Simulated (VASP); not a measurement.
A run of VASP 6.6.1 is set up as follows.

Contents of INCAR:

```
SYSTEM = BeTe
  PREC = Accurate
  ENCUT = 600
  EDIFF = 1E-7
  ISMEAR = -1
  SIGMA = 0.08
  LREAL = .False.
  LASPH = .True.
  NELM = 60
  ALGO = Normal
  ISIF = 3
  LWAVE = .False.
  LCHARG = .False.
  GGA = PE
  IBRION = 2
  NSW = 100
  EDIFFG = -0.005
```

KPOINTS

```
Automatic mesh
0
Gamma
  11 11 11
  0 0 0
```

The input POSCAR:

```
BeTe
1.0
    0.0000000000      2.8548360655      2.8548360655
    2.8548360655      0.0000000000      2.8548360655
    2.8548360655      2.8548360655      0.0000000000
Be Te
1 1
Direct
    0.0000000000      0.0000000000      0.0000000000
    0.2500000000      0.2500000000      0.2500000000
```

Potentials or basis: VASP PAW PBE potentials, release 64 (Be, Te).

Command:

```sh
$ cat potpaw_PBE.64/Be/POTCAR potpaw_PBE.64/Te/POTCAR > POTCAR
$ mpirun -np 1 vasp_std > vasp.out
```

Question: What does it give for the space group after relaxing (to 0.05 Å)?

Answer: F-43m (No. 216).

Question: Predict the relaxed cell.

Answer: a = 4.008 Å, b = 4.008 Å, c = 4.008 Å, α = 60.00°, β = 60.00°, γ = 60.00°.

Final structure:
```yaml
crystal:
  lattice:
    - [0.00000, 2.83403, 2.83403]
    - [2.83403, 0.00000, 2.83403]
    - [2.83403, 2.83403, 0.00000]
  atoms:
    - { symbol: Be, position: [0.00000, 0.00000, 0.00000] }
    - { symbol: Te, position: [0.25000, 0.25000, 0.25000] }
```
